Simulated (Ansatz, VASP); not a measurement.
# HgTe2: VASP beside Ansatz

```
CELL_PARAMETERS angstrom
3.73116 -2.15436 0.00131
3.73116 2.15436 0.00131
-0.00180 0.00000 5.22639
ATOMIC_POSITIONS crystal
Te 0.66664 0.66664 0.69284
Te 0.33336 0.33336 0.30716
Hg 0.00000 0.00000 0.00000
```

Alike in both runs: functional PBEsol; k mesh 12 × 12 × 8; occupations gaussian, width 0.1 eV; no spin polarisation.

Ansatz relaxed the structure, and its values are those at the end. VASP's run is a single point on that final structure, the one shown.

```csv
,VASP,Ansatz
version,VASP 6.6.1,Ansatz 0.2.0
potentials or method,"VASP PAW PBE potentials, release 64 (Te, Hg), cutoff 520 eV","scalar-relativistic, plane waves, PAW"
valence electrons in the cell,24,52
```

Ansatz gave:

- gap on the k mesh at the Fermi level (eV): none
- pressure (GPa): 0.0
- rms of the force components (eV/Å): 0.002

**Question.** Estimate VASP's values.

**Answer.** gap on the k mesh at the Fermi level (eV): none; pressure (GPa): 0.1; rms of the force components (eV/Å): 0.009.

VASP's potentials were made for PBE, not for PBEsol. A gap of «none» marks a metal or a gap that the smearing closes. The functional is the same, so the differences come from potentials, cutoffs and numerics. VASP's potentials hold 24 valence electrons a cell and Ansatz's 52, so a difference there can come from the potentials and not from the codes.

Spin-orbit coupling is off throughout.
